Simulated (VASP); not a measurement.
The system is Cd2Au.

```
Cd Au
1.0
     6.02114    0.00000    0.00000
     0.00000    6.02114    0.00000
     0.00000    0.00000    3.87822
Cd Au
4 2
Direct
  0.30600 0.30600 0.00000
  0.19400 0.80600 0.50000
  0.69400 0.69400 0.00000
  0.80600 0.19400 0.50000
  0.00000 0.00000 0.00000
  0.50000 0.50000 0.50000
```

```yaml
Program: VASP 6.6.1
Task: relaxation of cell and atoms
Functional: PBE
Potentials_or_basis: VASP PAW PBE potentials, release 64 (Cd, Au)
Cutoff: 600 eV
k_mesh: 4 × 4 × 4
Occupations: gaussian, width 0.1 eV
Spin: no spin polarisation
```

At the start: pressure 16.8 GPa; volume 23.43 Å³/atom.

Question: Where does the relaxation end?

Answer: Over 28 steps the energy falls by 298.5 meV/atom and the volume is 28.14 Å³/atom (+20.1 %); space group P4_2/mnm (No. 136, to 0.1 Å) before and after.

Step by step:
| step | energy change (eV) | largest force (eV/Å) | pressure (GPa) | volume (Å³) |
| --- | --- | --- | --- | --- |
| 1 | 0.0000 | 1.3131 | 16.84 | 140.60 |
| 2 | -1.2920 | 0.1547 | -3.38 | 196.75 |
| 3 | -1.5563 | 0.0308 | 0.25 | 174.35 |
| 4 | -1.5578 | 0.0029 | -0.19 | 176.21 |
| 5 | -1.5578 | 0.0142 | 0.00 | 175.44 |
| 6 | -1.5616 | 0.0362 | 0.05 | 175.10 |
| 7 | -1.5656 | 0.1460 | 0.16 | 174.33 |
| 8 | -1.5688 | 0.1520 | 0.09 | 174.57 |
| 9 | -1.5780 | 0.1802 | -0.16 | 175.25 |
| 10 | -1.6133 | 0.2530 | -0.70 | 176.55 |
| 11 | -1.6801 | 0.2832 | -1.62 | 178.85 |
| 12 | -1.6872 | 0.2870 | -1.91 | 179.61 |
| 13 | -1.6863 | 0.2874 | -1.82 | 179.40 |
| 14 | -1.6871 | 0.2847 | -1.83 | 179.40 |
| 15 | -1.6891 | 0.2853 | -1.86 | 179.41 |
| 16 | -1.6923 | 0.2865 | -1.91 | 179.43 |
| 17 | -1.6946 | 0.2832 | -2.00 | 179.44 |
| 18 | -1.6994 | 0.2804 | -1.94 | 179.12 |
| 19 | -1.7131 | 0.2703 | -1.78 | 178.17 |
| 20 | -1.7371 | 0.2505 | -1.49 | 176.29 |
| 21 | -1.7711 | 0.2044 | -0.76 | 172.55 |
| 22 | -1.7771 | 0.0588 | 0.90 | 165.20 |
| 23 | -1.7851 | 0.1351 | 0.15 | 168.37 |
| 24 | -1.7851 | 0.1291 | 0.19 | 168.15 |
| 25 | -1.7872 | 0.1013 | 0.18 | 168.29 |
| 26 | -1.7901 | 0.0380 | 0.13 | 168.60 |
| 27 | -1.7893 | 0.0815 | 0.05 | 169.20 |
| 28 | -1.7908 | 0.0097 | 0.08 | 168.84 |

Final structure:
```
CELL_PARAMETERS angstrom
5.94354 0.00000 0.00000
0.00000 5.94354 0.00000
0.00000 0.00000 4.77961
ATOMIC_POSITIONS crystal
Cd 0.32215 0.32215 0.00000
Cd 0.17785 0.82215 0.50000
Cd 0.67785 0.67785 0.00000
Cd 0.82215 0.17785 0.50000
Au 0.00000 0.00000 0.00000
Au 0.50000 0.50000 0.50000
```

Caveat: the k points lie up to 0.33 Å⁻¹ apart in the final cell, too coarse for converged energies and pressures of a metal; the volume moved by over 15 % at a fixed basis, so the end points are rough.
